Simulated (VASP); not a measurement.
Here is a VASP 6.6.1 calculation.

Contents of INCAR:

```
PREC = Accurate ; ENCUT = 600
EDIFF = 1E-6 ; ISMEAR = 0
SIGMA = 0.1 ; LREAL = False
LASPH = True ; NELM = 60
ALGO = Normal ; ISIF = 3
LWAVE = False ; LCHARG = False
GGA = PS ; IBRION = 2
NSW = 100 ; EDIFFG = -0.01
```

File KPOINTS:

```
Automatic mesh
0
Gamma
  24 24 24
```

Contents of POSCAR:

```
Al
1.0
    0.0000000000      2.0062932835      2.0062932835
    2.0062932835      0.0000000000      2.0062932835
    2.0062932835      2.0062932835      0.0000000000
Al
1
Direct
    0.5000000000      0.5000000000      0.5000000000
```

Potentials or basis: VASP PAW PBE potentials, release 64 (Al).

The run is started by

```sh
$ cat potpaw_PBE.64/Al/POTCAR > POTCAR
$ mpirun -np 1 vasp_std > vasp.out
```

Task: What does it give for the relaxed volume?

Result: 16.18 Å³/atom.

Task: What does it give for the space group after relaxing (to 0.1 Å)?

Result: Fm-3m (No. 225).

Task: Predict the relaxed cell.

Result: a = 2.839 Å, b = 2.839 Å, c = 2.839 Å, α = 60.00°, β = 60.00°, γ = 60.00°.

Task: What does it give for the band gap on the k mesh?

Result: Zero (an odd number of electrons rules out a gap without spin polarisation).

Final structure:
```
Al
1.0
     0.00000    2.00756    2.00756
     2.00756    0.00000    2.00756
     2.00756    2.00756    0.00000
Al
1
Direct
  0.50000 0.50000 0.50000
```

Caveat: the PAW data sets were made with another functional, which shifts forces and pressure a little.
